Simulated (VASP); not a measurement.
SnO2, 6 atoms in the cell. The typed cell holds 6 atoms: a = 4.777 Å, b = 4.777 Å, c = 3.306 Å, α = 90.00°, β = 90.00°, γ = 90.00°.  This cell differs from its parent crystal: atoms shifted along a free coordinate, c/a of the conventional cell at fixed volume 0.6921.

* Program: VASP 6.6.1
* Task: single point
* Functional: PBE
* Potentials or basis: VASP PAW PBE potentials, release 64 (Sn_d, O)
* Cutoff: 520 eV
* k mesh: 6 × 6 × 8
* Occupations: gaussian, width 0.05 eV
* Spin: no spin polarisation
* Dipole correction: no
* Further INCAR settings: ALGO = Normal; EDIFF = 1e-07; NBANDS = 35

Potentials or basis: VASP PAW PBE potentials, release 64 (Sn_d, O).

The run is started by

```sh
$ cat potpaw_PBE.64/Sn_d/POTCAR potpaw_PBE.64/O/POTCAR > POTCAR
$ mpirun -np 1 vasp_std > vasp.out
```

Hardware: 1 thread of Intel(R) Xeon(R) 6975P-C (Granite Rapids), with other jobs on the host.

Question: How long does it take, and how much memory?

Answer: Wall time 73 s on 1 thread of Intel(R) Xeon(R) 6975P-C (Granite Rapids) (shared host), peak memory 0.29 GiB. Counts: scf iterations 15, k points 80.
